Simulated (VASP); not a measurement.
Set up this calculation in VASP 6.6.1, as the native input.

| Property | Result |
| --- | --- |
| Task | single point |
| Functional | PBE |
| Dispersion | D3(BJ) |
| Potentials or basis | VASP PAW PBE potentials, release 64 (Cu, H) |
| Cutoff | 520 eV |
| k mesh | 5 × 5 × 1 |
| Occupations | gaussian, width 0.1 eV |
| Spin | no spin polarisation |
| Dipole correction | yes |
| Further INCAR settings | ALGO = Normal; EDIFF = 1e-07; NBANDS = 78 |

The structure of Cu12H lies in POSCAR:

```
Cu12H
1.0
    5.0378287988      0.0000000000      0.0000000000
    0.0000000000      5.0378287988      0.0000000000
    0.0000000000      0.0000000000     20.6622829064
Cu H
12 1
Direct
    0.2500000000      0.2500000000      0.1935894508
    0.2500000000      0.7500000000      0.1935894508
    0.7500000000      0.2500000000      0.1935894508
    0.7500000000      0.7500000000      0.1935894508
    0.0000000000      0.0000000000      0.2797919997
    0.0000000000      0.5000000000      0.2797919997
    0.5000000000      0.0000000000      0.2797919997
    0.5000000000      0.5000000000      0.2797919997
    0.2500000000      0.2500000000      0.3659945486
    0.2500000000      0.7500000000      0.3659945486
    0.7500000000      0.2500000000      0.3659945486
    0.7500000000      0.7500000000      0.3659945486
    0.5000000000      0.5000000000      0.4869879554
```

These files were run (other wordings do the same):

INCAR

```
  PREC = Accurate
  ENCUT = 520
  EDIFF = 1E-7
  ISMEAR = 0
  SIGMA = 0.1
  LREAL = F
  LASPH = T
  NELM = 100
  ALGO = Normal
  ISIF = 2
  LWAVE = F
  LCHARG = T
  LDIPOL = T
  IDIPOL = 3
  DIPOL = 0.5 0.5 0.296
  GGA = PE
  IVDW = 12
  LELF = T
  LVHAR = T
  LVACPOTAV = T
  NBANDS = 78
```

KPOINTS

```
Automatic mesh
0
Gamma
  5 5 1
```

Potentials or basis: VASP PAW PBE potentials, release 64 (Cu, H).

Command:

```sh
$ cat potpaw_PBE.64/Cu/POTCAR potpaw_PBE.64/H/POTCAR > POTCAR
$ mpirun -np 1 vasp_std > vasp.out
```

Results of the run:

The largest force is 1.310 eV/Å and the dispersion energy per atom is -0.343 eV.

It took 6.6 min on 1 thread of Intel(R) Xeon(R) 6975P-C (Granite Rapids), on a shared host, peak memory 0.62 GiB.
